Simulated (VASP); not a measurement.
Wanted: the native input for a VASP 6.6.1 run.

```
Task                   : electric field gradients
Functional             : PBE
Potentials or basis    : VASP PAW PBE potentials, release 64 (Nb_sv)
Cutoff                 : 520 eV
k mesh                 : 13 × 13 × 13
Occupations            : fermi-dirac, width 0.08 eV
Spin                   : no spin polarisation
Dipole correction      : no
Further INCAR settings : ALGO = Normal; EDIFF = 1e-08; NBANDS = 12
```

The structure of Nb lies in POSCAR:

```
Nb
1.0
    0.0000000000      2.1428321391      2.1428321391
    2.1428321391      0.0000000000      2.1428321391
    2.1428321391      2.1428321391      0.0000000000
Nb
1
Direct
    0.0000000000      0.0000000000      0.0000000000
```

This cell differs from its parent crystal: volume scaled by 1.04.

One way to write it, as run:

INCAR

```
SYSTEM = Nb
PREC = Accurate
ENCUT = 520
EDIFF = 1E-8
ISMEAR = -1
SIGMA = 0.08
LREAL = .False.
LASPH = .True.
NELM = 100
ALGO = Normal
ISIF = 2
LWAVE = .False.
LCHARG = .False.
GGA = PE
LEFG = .True.
NBANDS = 12
```

KPOINTS

```
Automatic mesh
0
Gamma
  13 13 13
  0 0 0
```

Potentials or basis: VASP PAW PBE potentials, release 64 (Nb_sv).

Launch:

```bash
$ cat potpaw_PBE.64/Nb_sv/POTCAR > POTCAR
$ mpirun -np 1 vasp_std > vasp.out
```

It gave:

The pressure is -7.2 GPa.

Caveat: without QUAD_EFG the Cq values of the log hold for a quadrupole moment of 1 mb, not for the nuclei.

Run time: 10 s on 1 thread of Intel Xeon 6975P-C, on a shared host, peak memory 0.15 GiB.
